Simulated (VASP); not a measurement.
# AgCl (Pmma) in VASP: a series of runs, part 2 of 2

VASP 6.6.1.

## 3. Single point, PBEsol (mode 1 frozen in at -0.595 Å, normal strain along x -0.0700)

The input, INCAR:

```
PREC = Accurate ; ENCUT = 520
EDIFF = 1E-7 ; ISMEAR = 0
SIGMA = 0.05 ; LREAL = F
LASPH = T ; NELM = 100
ALGO = Normal ; ISIF = 2
LWAVE = F ; LCHARG = F
GGA = PS ; NBANDS = 26
```

The input, KPOINTS:

```
regular mesh
0
Gamma
  10 10 6
```

The input, POSCAR:

```
AgCl
1.0
    3.0979780550      0.0000000000      0.0000000000
    0.0000000000      3.3311591989      0.0000000000
    0.0000000000      0.0000000000      6.6623183978
Ag Cl
2 2
Direct
    0.0000000000      0.0000000000      0.0000000000
    0.0000000000      0.0000000000      0.5000000000
    0.3213834991      0.5000000000      0.2500000000
    0.6786165009      0.5000000000      0.7500000000
```

Potentials or basis: VASP PAW PBE potentials, release 64 (Ag, Cl).

The run is started by

```console
> cat potpaw_PBE.64/Ag/POTCAR potpaw_PBE.64/Cl/POTCAR > POTCAR
> mpirun -np 1 vasp_std > vasp.out
```

Run time: 2.6 min. Hardware: 1 thread of Intel Xeon 6975P-C, shared host; peak memory 0.33 GiB.

Results (log left out):

* Free energy: -11.4512 eV
* Pressure: 10.8 GPa
* Largest force: 0.384 eV/Å
* Band gap on the k mesh: 0.57 eV, indirect (least direct gap 0.62 eV)

Forces on the atoms (eV/Å):
```
Ag   0.000  0.000  0.000
Ag   0.000  0.000  0.000
Cl   0.384  0.000  0.000
Cl  -0.384  0.000  0.000
```

Stress tensor (GPa, compression positive):
```
11.78  0.00  0.00
 0.00 11.66  0.00
 0.00  0.00  9.00
```

Levels at points of the mesh, in eV from the valence-band top:
| k point | band 15 | band 16 | band 17 | band 18 | band 19 | band 20 | band 21 | band 22 |
| --- | --- | --- | --- | --- | --- | --- | --- | --- |
| (0.00, 0.00, 0.00) | -2.45 | -1.87 | -1.28 | -0.05 | 0.57 | 4.03 | 6.05 | 7.18 |
| (0.50, 0.00, 0.00) | -2.51 | -2.02 | -1.23 | -0.08 | 4.15 | 4.31 | 5.25 | 5.39 |
| (0.00, 0.50, 0.00) | -2.45 | -1.76 | -0.42 | 0.00 | 1.24 | 4.32 | 5.93 | 8.30 |
| (0.50, 0.50, 0.00) | -2.46 | -1.10 | -1.05 | -0.19 | 2.66 | 3.51 | 3.69 | 5.41 |
| (0.00, 0.00, 0.50) | -1.41 | -1.41 | -1.25 | -1.25 | 2.55 | 2.55 | 7.23 | 7.23 |
| (0.50, 0.00, 0.50) | -2.13 | -2.13 | -1.01 | -1.01 | 2.98 | 2.98 | 6.73 | 6.73 |
| (0.00, 0.50, 0.50) | -2.42 | -2.42 | -0.71 | -0.71 | 2.99 | 2.99 | 6.99 | 6.99 |
| (0.50, 0.50, 0.50) | -2.07 | -2.07 | -0.65 | -0.65 | 2.34 | 2.34 | 5.95 | 5.95 |

Caveat: the cell differs from its parent crystal (mode 1 frozen in at -0.595 Å, normal strain along x -0.0700); the PAW data sets were made with another functional, which shifts forces and pressure a little. A k mesh can miss the band edges.

## 4. Single point, PBEsol (mode 1 frozen in at -0.397 Å, normal strain along x -0.0700)

The input, INCAR:

```
PREC = Accurate
ENCUT = 520
EDIFF = 1E-6
ISMEAR = 0
SIGMA = 0.05
LREAL = F
LASPH = T
NELM = 100
ALGO = Normal
ISIF = 2
LWAVE = F
LCHARG = F
GGA = PS
NBANDS = 26
```

KPOINTS is that of step 3.

Changes to POSCAR since step 3:

```diff
@@ -10,3 +10,3 @@
     0.0000000000      0.0000000000      0.5000000000
-    0.3213834991      0.5000000000      0.2500000000
-    0.6786165009      0.5000000000      0.7500000000
+    0.3809123262      0.5000000000      0.2500000000
+    0.6190876738      0.5000000000      0.7500000000
```

Potentials or basis: VASP PAW PBE potentials, release 64 (Ag, Cl).

The run is started by

```console
> cat potpaw_PBE.64/Ag/POTCAR potpaw_PBE.64/Cl/POTCAR > POTCAR
> mpirun -np 1 vasp_std > vasp.out
```

OUTCAR:

```text
PREC = Accurate
   ENCUT = 520
   EDIFF = 1E-6
   ISMEAR = 0
   LREAL = F
   LASPH = T
   NELM = 100
   ISIF = 2
   GGA = PS

 ion  position               nearest neighbor table
   1  0.000  0.000  0.000-   3 2.63   4 2.63   3 2.63   4 2.63   4 3.04   4 3.04   3 3.04   3 3.04
                             2 3.33   2 3.33
   2  0.000  0.000  0.500-   3 2.63   4 2.63   3 2.63   4 2.63   4 3.04   4 3.04   3 3.04   3 3.04
                             1 3.33   1 3.33
   3  0.381  0.500  0.250-   1 2.63   2 2.63   1 2.63   2 2.63   1 3.04   2 3.04   1 3.04   2 3.04

   4  0.619  0.500  0.750-   1 2.63   2 2.63   1 2.63   2 2.63   1 3.04   2 3.04   1 3.04   2 3.04

  LATTYP: Found a simple orthorhombic cell.
 ALAT       =     3.0979780550
 B/A-ratio  =     1.0752688172
 C/A-ratio  =     2.1505376344

  Lattice vectors:

 A1 = (   3.0979780550,   0.0000000000,   0.0000000000)
 A2 = (   0.0000000000,   3.3311591989,   0.0000000000)
 A3 = (   0.0000000000,   0.0000000000,   6.6623183978)

Analysis of symmetry for initial positions (statically):
=====================================================================
 Subroutine PRICEL returns:
[... 173 lines left out ...]
  ---------------------------------------------------
  free energy    TOTEN  =       -11.53230920 eV

  energy without entropy =      -11.53230920  energy(sigma->0) =      -11.53230920

 E-fermi :   6.6372     XC(G=0): -11.4772

 val. band max:        6.3468456607   @ k =   0.0000   0.5000   0.0000
 cond. band min:       7.0077624572   @ k =   0.0000   0.0000   0.0000
 fundamental gap:      0.6609167965
 Fermi energy:         6.6372222983

 k-point     1 :       0.0000    0.0000    0.0000
  band No.  band energies     occupation
      1      -9.7987      2.00000
      2      -9.1624      2.00000
      3      -0.6012      2.00000
      4       1.7157      2.00000
      5       1.9587      2.00000
      6       2.4236      2.00000
[... 685 lines left out ...]
     25      15.7847      0.00000
     26      16.5629      0.00000

 [... further k-points ...]
[... 5 lines left out ...]
  --------------------------------------------------------------------------------------
  -------------------------------------------------------------------------------------
  Total        4.6520167      3.1311766      2.4150118      0.0000000      0.0000000     -0.0000000
  in kB      108.4058555     72.9657484     56.2769731      0.0000000      0.0000000     -0.0000000
  external PRESSURE =      79.2161923 kB  Pullay stress =       0.0000000 kB

 VOLUME and BASIS-vectors are now :
 -----------------------------------------------------------------------------
  energy-cutoff  :      520.00
  volume of cell :       68.75
      direct lattice vectors                 reciprocal lattice vectors
     3.097978055  0.000000000  0.000000000     0.322791183  0.000000000  0.000000000
     0.000000000  3.331159199  0.000000000     0.000000000  0.300195800  0.000000000
     0.000000000  0.000000000  6.662318398     0.000000000  0.000000000  0.150097900

 POSITION                                       TOTAL-FORCE (eV/Angst)
 -----------------------------------------------------------------------------------
      0.00000      0.00000      0.00000         0.000000     -0.000000      0.000000
      0.00000      0.00000      3.33116         0.000000     -0.000000      0.000000
      1.18006      1.66558      1.66558         0.072421     -0.000000      0.000000
      1.91792      1.66558      4.99674        -0.072421      0.000000     -0.000000
 -----------------------------------------------------------------------------------
    total drift:                               -0.000000      0.000000      0.000000

  FREE ENERGIE OF THE ION-ELECTRON SYSTEM (eV)
  ---------------------------------------------------
  free  energy   TOTEN  =       -11.5323092028 eV

  energy  without entropy=      -11.5323092028  energy(sigma->0) =      -11.53230920
```

stdout:

```text
POSCAR found type information on POSCAR AgCl
 POSCAR found :  2 types and       4 ions
 scaLAPACK will be used
 -----------------------------------------------------------------------------
|                                                                             |
|                                                                             |
|     You enforced a specific xc type in the INCAR file but a different       |
|     I HOPE YOU KNOW WHAT YOU ARE DOING!                                     |
|                                                                             |
 -----------------------------------------------------------------------------

 LDA part: xc-table for (Slater+PW92), standard interpolation
 POSCAR, INCAR and KPOINTS ok, starting setup
 FFT: planning ... GRIDC
 FFT: planning ... GRID_SOFT
 FFT: planning ... GRID
 WAVECAR not read
 entering main loop
```

It took 2.5 min on 1 thread of Intel Xeon 6975P-C, shared host; peak memory 0.33 GiB.

What came out:

```yaml
Free_energy: -11.5323 eV
Pressure: 7.9 GPa
Largest_force: 0.072 eV/Å
Band_gap_on_the_k_mesh: 0.66 eV, indirect (least direct gap 0.69 eV)
```

Forces on the atoms (eV/Å):
```
Ag   0.000  0.000  0.000
Ag   0.000  0.000  0.000
Cl   0.072  0.000  0.000
Cl  -0.072  0.000  0.000
```

Caveat: the cell differs from its parent crystal (mode 1 frozen in at -0.397 Å, normal strain along x -0.0700); the PAW data sets were made with another functional, which shifts forces and pressure a little.
